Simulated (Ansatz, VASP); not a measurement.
Two plane-wave programs on Si4Ru

```
Si Ru
1.0
    -2.92079    2.92079    1.99423
     2.92079   -2.92079    1.99423
     2.92079    2.92079   -1.99423
Si Ru
4 1
Direct
  0.61274 0.20134 0.81409
  0.79866 0.61274 0.41140
  0.38726 0.79866 0.18591
  0.20134 0.38726 0.58860
  0.00000 0.00000 0.00000
```

Change from the starting cell: species swapped into the HoAu4 type (I4/m, No. 87).

Alike in both runs: functional PBE; k mesh 5 × 5 × 5; occupations gaussian, width 0.2 eV; no spin polarisation.

Ansatz relaxed the structure, and its values are those at the end. VASP's run is a single point on that final structure, the one shown.

```csv
,VASP,Ansatz
version,VASP 6.6.1,Ansatz 0.2.0
potentials or method,"VASP PAW PBE potentials, release 64 (Si, Ru_pv), cutoff 500 eV","scalar-relativistic, plane waves, PAW"
valence electrons in the cell,30,32
```

|  | VASP | Ansatz | Ansatz less VASP |
| --- | --- | --- | --- |
| gap on the k mesh at the Fermi level (eV) | none | none | - |
| pressure (GPa) | 0.0 | 0.1 | +0.06 |
| rms of the force components (eV/Å) | 0.012 | 0.011 | -0.0012 |

A gap of «none» marks a metal or a gap that the smearing closes. VASP's potentials hold 30 valence electrons a cell and Ansatz's 32, so a difference there can come from the potentials and not from the codes.

The k mesh is coarse, so the values compare programs but aren't converged.
